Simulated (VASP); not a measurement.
# Sb (R-3m) in VASP: further runs

The runs below take Sb through relaxation of cell and atoms, relaxation of shape and atoms at fixed volume, with PBE+D3(BJ).

Program: VASP 6.6.1. These are calculated values, not measurements. Logs are shortened: lines on timing, memory, paths and dates and some standing lists are left out, and cuts for length are marked.

## 1. The cell of the first run

The structure is trigonal, space group R-3m (No. 166). The conventional cell has a = 4.308 Å, b = 4.308 Å, c = 11.274 Å, α = 90.00°, β = 90.00°, γ = 120.00°. Sb (site symmetry 3m) has 6 Sb at 2.91 to 3.35 Å within 3.8 Å.

## 2. Relaxation of cell and atoms, PBE+D3(BJ)

INCAR reads:

```
PREC = Accurate
ENCUT = 600
EDIFF = 1E-7
ISMEAR = 0
SIGMA = 0.1
LREAL = False
LASPH = True
NELM = 60
ALGO = Normal
ISIF = 3
LWAVE = False
LCHARG = False
GGA = PE
IVDW = 12
IBRION = 2
NSW = 100
EDIFFG = -0.005
```

KPOINTS reads:

```
Automatic mesh
0
Gamma
  12 12 12
```

POSCAR reads:

```
Sb
1.0
    2.1542000000      1.2437279499      3.7580000000
   -2.1542000000      1.2437279499      3.7580000000
    0.0000000000     -2.4874558998      3.7580000000
Sb
2
Direct
    0.2334900000      0.2334900000      0.2334900000
    0.7665100000      0.7665100000      0.7665100000
```

Potentials or basis: VASP PAW PBE potentials, release 64 (Sb).

Run with:

```console
$ cat potpaw_PBE.64/Sb/POTCAR > POTCAR
$ mpirun -np 1 vasp_std > vasp.out
```

OUTCAR:

```text
PREC = Accurate
   ENCUT = 600
   EDIFF = 1E-7
   ISMEAR = 0
   LREAL = False
   LASPH = True
   NELM = 60
   ISIF = 3
   GGA = PE
   IVDW = 12
   IBRION = 2
   NSW = 100
   EDIFFG = -0.005
 IVDW          = 12

 ion  position               nearest neighbor table
   1  0.233  0.233  0.233-   2 2.91   2 2.91   2 2.91   2 3.35   2 3.35   2 3.35
   2  0.767  0.767  0.767-   1 2.91   1 2.91   1 2.91   1 3.35   1 3.35   1 3.35

  LATTYP: Found a trigonal (rhomboedric) cell.
 ALAT       =     4.5066618304
 COS(alpha) =     0.5430253624

  Lattice vectors:

 A1 = (   2.1542000000,   1.2437279499,   3.7580000000)
 A2 = (  -2.1542000000,   1.2437279499,   3.7580000000)
 A3 = (   0.0000000000,  -2.4874558998,   3.7580000000)

Analysis of symmetry for initial positions (statically):
=====================================================================
 Subroutine PRICEL returns:
 Original cell was already a primitive cell.

 Routine SETGRP: Setting up the symmetry group for a
 trigonal (rhombohedral) supercell.

 Subroutine GETGRP returns: Found 12 space group operations
 (whereof 12 operations were pure point group operations)
 out of a pool of 12 trial point group operations.

The static configuration has the point symmetry D_3d.

Analysis of symmetry for dynamics (positions and initial velocities):
=====================================================================
 Subroutine PRICEL returns:
 Original cell was already a primitive cell.

 Routine SETGRP: Setting up the symmetry group for a
 trigonal (rhombohedral) supercell.

 Subroutine GETGRP returns: Found 12 space group operations
 (whereof 12 operations were pure point group operations)
 out of a pool of 12 trial point group operations.

The dynamic configuration has the point symmetry D_3d.

 Subroutine INISYM returns: Found 12 space group operations
 (whereof 12 operations are pure point group operations),
 and found     1 'primitive' translations

----------------------------------------------------------------------------------------

                                     Primitive cell

  volume of cell :      60.4115

  direct lattice vectors                    reciprocal lattice vectors
     2.154200000  1.243727950  3.758000000     0.232104726  0.134005726  0.088699663
    -2.154200000  1.243727950  3.758000000    -0.232104726  0.134005726  0.088699663
     0.000000000 -2.487455900  3.758000000     0.000000000 -0.268011452  0.088699663

  length of vectors
     4.506661830  4.506661830  4.506661830     0.282307932  0.282307932  0.282307932

  position of ions in fractional coordinates (direct lattice)
     0.233490000  0.233490000  0.233490000
     0.766510000  0.766510000  0.766510000

  ion indices of the primitive-cell ions
   primitive index   ion index
                 1           1
                 2           2

----------------------------------------------------------------------------------------

 KPOINTS: Automatic mesh

Automatic generation of k-mesh.
 Grid dimensions read from file:
 generate k-points for:   12   12   12

 Generating k-lattice:

  Cartesian coordinates                     Fractional coordinates (reciprocal lattice)
     0.019342060  0.011167144  0.007391639     0.083333333  0.000000000  0.000000000
    -0.019342060  0.011167144  0.007391639     0.000000000  0.083333333  0.000000000
     0.000000000 -0.022334288  0.007391639     0.000000000  0.000000000  0.083333333

  Length of vectors
     0.023525661  0.023525661  0.023525661

  Shift w.r.t. Gamma in fractional coordinates (k-lattice)
     0.000000000  0.000000000  0.000000000

 Subroutine IBZKPT returns following result:
 ===========================================

 Found    189 irreducible k-points:

 Following reciprocal coordinates:
            Coordinates               Weight
  0.000000  0.000000  0.000000      1.000000
  0.083333 -0.000000 -0.000000      6.000000
  0.166667 -0.000000 -0.000000      6.000000
  0.250000 -0.000000  0.000000      6.000000
  0.333333 -0.000000 -0.000000      6.000000
  0.416667 -0.000000 -0.000000      6.000000
[... 16 lines left out ...]
  0.500000  0.166667 -0.000000     12.000000
 -0.416667  0.166667  0.000000     12.000000
 [... further k-points ...]
   k-points           NKPTS =    189   k-points in BZ     NKDIM =    189   number of bands    NBANDS=      9
   number of dos      NEDOS =    301   number of ions     NIONS =      2
   total plane-waves  NPLWV =  46656
   dimension x,y,z NGX =    36 NGY =   36 NGZ =   36
   dimension x,y,z NGXF=    72 NGYF=   72 NGZF=   72
   ions per type =               2
   NGX,Y,Z   is equivalent  to a cutoff of  13.28, 13.28, 13.28 a.u.
   NGXF,Y,Z  is equivalent  to a cutoff of  26.56, 26.56, 26.56 a.u.
 SYSTEM =  unknown system
   PREC   = accura    normal or accurate (medium, high low for compatibility)
   ISTART =      0    job   : 0-new  1-cont  2-samecut
   ICHARG =      2    charge: 1-file 2-atom 10-const
   ISPIN  =      1    spin polarized calculation?
   LNONCOLLINEAR =      F non collinear calculations
   LSORBIT =      F    spin-orbit coupling
   LASPH  =      T    aspherical Exc in radial PAW
   ENCUT  =  600.0 eV  44.10 Ry    6.64 a.u.   9.00  9.00  9.00*2*pi/ulx,y,z
   NELM   =     60;   NELMIN=  2; NELMDL= -5     # of ELM steps
   EDIFF  = 0.1E-06   stopping-criterion for ELM
   LREAL  =      F    real-space projection
   EDIFFG = -.5E-02   stopping-criterion for IOM
   NSW    =    100    number of steps for IOM
   IBRION =      2    ionic relax: 0-MD 1-quasi-New 2-CG
   NFREE  =      1    steps in history (QN), initial steepest desc. (CG)
   ISIF   =      3    stress and relaxation
   ISYM   =      2    0-nonsym 1-usesym 2-fastsym
   POTIM  = 0.5000    time-step for ionic-motion
   TEBEG  =    0.0;   TEEND  =   0.0 temperature during run
   PSTRESS=    0.0 pullay stress
   NELECT =      10.0000    total number of electrons
   NUPDOWN=      -1.0000    fix difference up-down
   EMIN   =  10.00;   EMAX   =-10.00  energy-range for DOS
   EFERMI =   0.00;   METHOD = LEGACY
   ISMEAR =     0;   SIGMA  =   0.10  broadening in eV -4-tet -1-fermi 0-gaus
   EFERMI_NEDOS =   21; number of points for ismear=-14 and -15
   IALGO  =     38    algorithm
   IMIX   =      4    mixing-type and parameters
     AMIX     =   0.40;   BMIX     =  1.00
     AMIX_MAG =   1.60;   BMIX_MAG =  1.00
  volume/ion in A,a.u.               =      30.21       203.84
  Fermi-wavevector in a.u.,A,eV,Ry     =   0.898880  1.698637 10.993305  0.807985
  Thomas-Fermi vector in A             =   2.021644
   LORBIT       =      0    0 simple, 1 ext, 2 COOP (PROOUT), +10 PAW based schemes
   GGA     = PE    functional components
   LHFCALC =     F    Hartree Fock is set to
   AEXX    =    0.0000 exact exchange contribution
   IVDW    =    12    specifies the selected vdW correction
   LEPSILON=     F    determine dielectric tensor
   LRPA    =     F    only Hartree local field effects (RPA)
 conjugate gradient relaxation of ions
 non-spin polarized calculation
 Gauss-broadening in eV      SIGMA  =   0.10
  energy-cutoff  :      600.00
  volume of cell :       60.41
 maximum number of plane-waves:      2039
   NGX = 17   NGY = 17   NGZ = 17

--------------------------------------- Ionic step        1  -------------------------------------------

 number of electron      10.0000000 magnetization

 Free energy of the ion-electron system (eV)
  ---------------------------------------------------
  ext. energy  EPLUGINS =         0.00000000
  ---------------------------------------------------
  free energy    TOTEN  =        -8.25042586 eV

  energy without entropy =       -8.24988628  energy(sigma->0) =       -8.25015607

------------------------ aborting loop because EDIFF is reached ----------------------------------------

 Edisp (eV)   -0.94507

 E8    (eV) :    -0.4410

  FORCE on cell =-STRESS in cart. coord.  units (eV):
  Direction    XX          YY          ZZ          XY          YZ          ZX
  --------------------------------------------------------------------------------------
  -------------------------------------------------------------------------------------
  Total       0.14462     0.14462    -0.07314     0.00000    -0.00000     0.00000
  in kB       3.83546     3.83546    -1.93969     0.00000    -0.00000     0.00000
  external pressure =        1.91 kB  Pullay stress =        0.00 kB
[... 97 lines left out ...]
  FREE ENERGIE OF THE ION-ELECTRON SYSTEM (eV)
  ---------------------------------------------------
  free  energy   TOTEN  =        -9.2000377089 eV

  energy  without entropy=       -9.1994069844  energy(sigma->0) =       -9.19972235

[... ionic steps 4 to 7 ...]

--------------------------------------- Ionic step        8  -------------------------------------------

 number of electron      10.0000000 magnetization

------------------------ aborting loop because EDIFF is reached ----------------------------------------

 Edisp (eV)   -0.96053

 E8    (eV) :    -0.4481
[... 69 lines left out ...]
  energy  without entropy=       -9.2043379644  energy(sigma->0) =       -9.20471568

--------------------------------------- Ionic step       10  -------------------------------------------

 number of electron      10.0000000 magnetization

 Free energy of the ion-electron system (eV)
  ---------------------------------------------------
  ext. energy  EPLUGINS =         0.00000000
  ---------------------------------------------------
  free energy    TOTEN  =        -8.24370271 eV

  energy without entropy =       -8.24295112  energy(sigma->0) =       -8.24332691

 E-fermi :   7.3954     XC(G=0):  -9.6141

 val. band max:        7.3873765392   @ k =  -0.4167   0.5000   0.4167
 cond. band min:       7.5317441509   @ k =   0.3333   0.1667   0.1667
 fundamental gap:      0.1443676117
 Fermi energy:         7.3953826056

 k-point     1 :       0.0000    0.0000    0.0000
  band No.  band energies     occupation
      1      -5.3050      2.00000
      2       2.7679      2.00000
      3       5.4770      2.00000
      4       5.6150      2.00000
      5       5.6150      2.00000
      6       9.8403      0.00000
      7      10.2932      0.00000
      8      10.2932      0.00000
      9      12.3633      0.00000
[... 265 lines left out ...]
 k-point    24 :      -0.4167    0.1667    0.0000
  band No.  band energies     occupation
      1      -2.7358      2.00000
      2      -2.0713      2.00000
      3       3.7555      2.00000
      4       5.3097      2.00000
      5       5.7506      2.00000
      6       8.3700      0.00000
      7       8.8224      0.00000
      8      10.5945      0.00000
      9      14.0919      0.00000

 [... further k-points ...]

------------------------ aborting loop because EDIFF is reached ----------------------------------------

 Edisp (eV)   -0.96140

 E8    (eV) :    -0.4485

  FORCE on cell =-STRESS in cart. coord.  units (eV):
  Direction    XX          YY          ZZ          XY          YZ          ZX
  --------------------------------------------------------------------------------------
  -------------------------------------------------------------------------------------
  Total       0.00887     0.00887     0.00996     0.00000     0.00000     0.00000
  in kB       0.23923     0.23923     0.26860     0.00000     0.00000     0.00000
  external pressure =        0.25 kB  Pullay stress =        0.00 kB
[... 17 lines left out ...]
  FREE ENERGIE OF THE ION-ELECTRON SYSTEM (eV)
  ---------------------------------------------------
  free  energy   TOTEN  =        -9.2051000623 eV

  energy  without entropy=       -9.2043484708  energy(sigma->0) =       -9.20472427

 reached required accuracy - stopping structural energy minimisation
```

It took 9.3 min on 1 thread of Intel Xeon Platinum 8488C (Sapphire Rapids), shared host; peak memory 0.29 GiB.

What came out:

```yaml
Free_energy: -9.2051 eV
Relaxed_volume: 29.71 Å³/atom
Relaxed_cell: a = 4.439 Å, b = 4.439 Å, c = 4.439 Å, α = 58.30°, β = 58.30°, γ = 58.30°
Space_group_after_relaxing_to_0.05_Å: R-3m (No. 166)
Energy_gained_by_relaxing: 4.8 meV/atom
Ionic_steps: 10
Pressure_after_relaxing: 0.0 GPa
Band_gap_on_the_k_mesh: zero (band 5 reaches 7.53 eV, above the bottom of band 6 at 7.30 eV)
Dispersion_energy_per_atom: -0.481 eV
```

The path:
| step | energy change (eV) | largest force (eV/Å) | pressure (GPa) | volume (Å³) |
| --- | --- | --- | --- | --- |
| 1 | 0.0000 | 0.2373 | 0.19 | 60.41 |
| 2 | -0.0042 | 0.0970 | -0.46 | 60.73 |
| 3 | -0.0045 | 0.0378 | -0.75 | 60.87 |
| 4 | -0.0075 | 0.0169 | -0.46 | 60.32 |
| 5 | -0.0093 | 0.0108 | -0.02 | 59.55 |
| 6 | -0.0094 | 0.0144 | 0.05 | 59.44 |
| 7 | -0.0095 | 0.0119 | 0.02 | 59.45 |
| 8 | -0.0096 | 0.0072 | -0.04 | 59.48 |
| 9 | -0.0096 | 0.0082 | -0.03 | 59.47 |
| 10 | -0.0096 | 0.0006 | 0.02 | 59.43 |

Final structure:
```
Sb
1.0
     2.16201    1.24824    3.67000
    -2.16201    1.24824    3.67000
     0.00000   -2.49648    3.67000
Sb
2
Direct
  0.23672 0.23672 0.23672
  0.76328 0.76328 0.76328
```

Caveat: spin-orbit coupling is left out, which moves the levels of the heavy elements; pairwise dispersion overbinds metals, which lowers pressure and volume.

## 3. Relaxation of shape and atoms at fixed volume, PBE+D3(BJ) (volume scaled by 1.03)

INCAR reads:

```
  PREC = Accurate
  ENCUT = 600
  EDIFF = 1E-6
  ISMEAR = 0
  SIGMA = 0.1
  LREAL = False
  LASPH = True
  NELM = 60
  ALGO = Normal
  ISIF = 4
  LWAVE = False
  LCHARG = False
  GGA = PE
  IVDW = 12
  IBRION = 2
  NSW = 50
  EDIFFG = -0.01
```

KPOINTS is that of step 2.

POSCAR reads:

```
Sb
1.0
    2.1830117801      1.2603624389      3.7161093194
   -2.1830117801      1.2603624389      3.7161093194
    0.0000000000     -2.5207248778      3.7161093194
Sb
2
Direct
    0.2361487235      0.2361487235      0.2361487235
    0.7638512765      0.7638512765      0.7638512765
```

Potentials or basis: VASP PAW PBE potentials, release 64 (Sb).

Run with:

```console
$ cat potpaw_PBE.64/Sb/POTCAR > POTCAR
$ mpirun -np 1 vasp_std > vasp.out
```

Run time: 2.2 min. Hardware: 1 thread of Intel Xeon Platinum 8488C (Sapphire Rapids), shared host; peak memory 0.29 GiB.

Results (log left out):

```
Free energy                  : -9.1974 eV
Energy gained by relaxing    : 0.7 meV/atom
Ionic steps                  : 5
Pressure after relaxing      : -1.3 GPa
Largest force after relaxing : 0.004 eV/Å
Band gap on the k mesh       : zero (band 5 reaches 7.09 eV, above the bottom of band 6 at 6.87 eV)
Dispersion energy per atom   : -0.465 eV
```

Forces in eV/Å, atoms in the order of the input:
```
Sb   0.000  0.000  0.004
Sb   0.000  0.000 -0.004
```

The path:
| step | energy change (eV) | largest force (eV/Å) | pressure (GPa) | volume (Å³) |
| --- | --- | --- | --- | --- |
| 1 | 0.0000 | 0.0886 | -1.59 | 61.35 |
| 2 | -0.0008 | 0.0555 | -1.48 | 61.35 |
| 3 | -0.0013 | 0.0039 | -1.31 | 61.35 |
| 4 | -0.0013 | 0.0102 | -1.26 | 61.35 |
| 5 | -0.0014 | 0.0039 | -1.26 | 61.35 |

Final structure:
```xyz
2
Lattice="2.1768 1.2568 3.7373 -2.1768 1.2568 3.7373 0.0000 -2.5136 3.7373" Properties=species:S:1:pos:R:3 pbc="T T T"
Sb    0.0000    0.0000    2.6356
Sb    0.0000    0.0000    8.5764
```

Levels at points of the mesh, in eV from the Fermi level:
| k point | band 1 | band 2 | band 3 | band 4 | band 5 | band 6 | band 7 | band 8 | band 9 |
| --- | --- | --- | --- | --- | --- | --- | --- | --- | --- |
| (0.00, 0.00, 0.00) | -12.51 | -4.82 | -1.91 | -1.74 | -1.74 | 2.25 | 2.77 | 2.77 | 5.05 |
| (0.50, 0.00, 0.00) | -10.18 | -9.54 | -1.75 | -1.59 | -0.25 | -0.16 | 0.26 | 0.43 | 7.76 |
| (0.50, 0.50, 0.00) | -10.20 | -7.87 | -5.34 | -3.62 | -3.57 | 1.70 | 4.93 | 5.41 | 6.88 |
| (0.50, 0.50, 0.50) | -10.90 | -8.93 | -1.22 | -1.22 | -0.47 | 0.08 | 0.08 | 1.01 | 7.18 |

Caveat: the cell differs from its parent crystal (volume scaled by 1.03); spin-orbit coupling is left out, which moves the levels of the heavy elements; pairwise dispersion overbinds metals, which lowers pressure and volume.
